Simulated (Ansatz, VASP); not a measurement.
# TiAl: VASP beside Ansatz

Contents of INCAR:

```
ALGO     = Normal         # electronic algorithm
EDIFF    = 1E-6           # SCF threshold, eV
ENCUT    = 520            # plane-wave cutoff, eV
GGA      = PE             # functional
ISIF     = 2              # what is computed and relaxed
ISMEAR   = 0              # smearing method
LASPH    = True           # aspherical terms in the spheres
LCHARG   = False          # write CHGCAR
LREAL    = False          # projectors in reciprocal space
LWAVE    = False          # write WAVECAR
NBANDS   = 14             # bands
NELM     = 100            # most SCF steps
PREC     = Accurate       # precision mode
SIGMA    = 0.1            # smearing width, eV
```

The input KPOINTS:

```
k-points
0
Gamma
  12 12 12
```

File POSCAR:

```
TiAl
1.0
    3.2450931593      0.0000000000      0.0000000000
    0.0000000000      3.2927791193      0.0000000000
    0.0000000000      0.0000000000      3.2450931593
Ti Al
1 1
Direct
    0.0000000000      0.0000000000      0.0000000000
    0.5000000000      0.5000000000      0.5000000000
```

Input for Ansatz:

```yaml
crystal:
  lattice:
    - [3.2450931593, 0.0, 0.0]
    - [0.0, 3.2927791193, 0.0]
    - [0.0, 0.0, 3.2450931593]
  atoms:
    - { symbol: Ti, position: [0.0, 0.0, 0.0] }
    - { symbol: Al, position: [0.5, 0.5, 0.5] }
basis:
  ecutwfc: 420
kpoints:
  mp_grid: { grid: [12, 12, 12] }
hamiltonian:
  xc: pbe
scf:
  occupations: { method: gaussian, width: 0.1 }
output:
  forces: true
  stress: true
  eigenvalues: true
```

Alike in both runs: task single point; functional PBE; k mesh 12 × 12 × 12; occupations gaussian, width 0.1 eV; no spin polarisation.

|  | VASP | Ansatz |
| --- | --- | --- |
| version | VASP 6.6.1 | Ansatz 0.2.0 |
| potentials or method | VASP PAW PBE potentials, release 64 (Ti_sv, Al), cutoff 520 eV | scalar-relativistic, plane waves, PAW |
| valence electrons in the cell | 15 | 15 |

```csv
,VASP,Ansatz,Ansatz less VASP
gap on the k mesh at the Fermi level (eV),none,none,-
pressure (GPa),-6.7,-6.7,+0.03
"traceless stress, the component that is largest in VASP (GPa)",0.60,0.60,0.000
```

A gap of «none» marks a metal or a gap that the smearing closes. With one functional, cell and mesh, what is left measures potentials, basis and numerics.
